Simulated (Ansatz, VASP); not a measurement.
## Two plane-wave programs on BiTe

```
CELL_PARAMETERS angstrom
0.00000 3.25889 3.25889
3.25889 0.00000 3.25889
3.25889 3.25889 0.00000
ATOMIC_POSITIONS crystal
Bi 0.00000 0.00000 0.00000
Te 0.50000 0.50000 0.50000
```

Alike in both runs: functional r2SCAN; k mesh 9 × 9 × 9; occupations fermi-dirac, width 0.1 eV; no spin polarisation.

Ansatz relaxed the structure, and its values are those at the end. VASP's run is a single point on that final structure, the one shown.

|  | VASP | Ansatz |
| --- | --- | --- |
| version | VASP 6.6.1 | Ansatz 0.2.0 |
| potentials or method | VASP PAW PBE potentials, release 64 (Bi_d, Te), cutoff 520 eV | PAW plane waves |
| valence electrons in the cell | 21 | 31 |

VASP gave:

| Item | Value |
| --- | --- |
| pressure (GPa) | -1.1 |

Question: Estimate Ansatz's values.

Answer: Pressure (GPa): -1.0.

VASP's potentials were made for PBE, not for r2SCAN. VASP's potentials hold 21 valence electrons a cell and Ansatz's 31, so a difference there can come from the potentials and not from the codes. Ansatz's warnings: stress scf threshold loose.

Spin-orbit coupling is off throughout.
